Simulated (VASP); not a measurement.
A run of VASP 6.6.1 is set up as follows.

INCAR

```
SYSTEM = Ti3Al
PREC = Accurate ; ENCUT = 520
EDIFF = 1E-6 ; ISMEAR = 0
SIGMA = 0.15 ; LREAL = .False.
LASPH = .True. ; NELM = 150
ALGO = Normal ; ISIF = 2
LWAVE = .False. ; LCHARG = .True.
ISPIN = 2 ; MAGMOM = 0.4 0.4 0.4 0
LORBIT = 11 ; NUPDOWN = 1.2
LMAXMIX = 4 ; GGA = PS
LELF = .True. ; LVHAR = .True.
NBANDS = 32
```

Contents of KPOINTS:

```
Automatic mesh
0
Gamma
  12 12 12
  0 0 0
```

Contents of POSCAR:

```
Ti3Al
1.0
    0.0000000000      3.1231701287      3.1231701287
    3.1231701287      0.0000000000      3.1231701287
    3.1231701287      3.1231701287      0.0000000000
Ti Al
3 1
Direct
    0.7500000000      0.7500000000      0.7500000000
    0.2500000000      0.2500000000      0.2500000000
    0.0000000000      0.0000000000      0.0000000000
    0.5000000000      0.5000000000      0.5000000000
```

Potentials or basis: VASP PAW PBE potentials, release 64 (Ti_sv, Al).

Command:

```console
$ cat potpaw_PBE.64/Ti_sv/POTCAR potpaw_PBE.64/Al/POTCAR > POTCAR
$ mpirun -np 1 vasp_std > vasp.out
```

Q: Predict the pressure.

A: 8.1 GPa.

Caveat: the PAW data sets were made with another functional, which shifts forces and pressure a little; the total moment is fixed, so each spin has its own Fermi level.
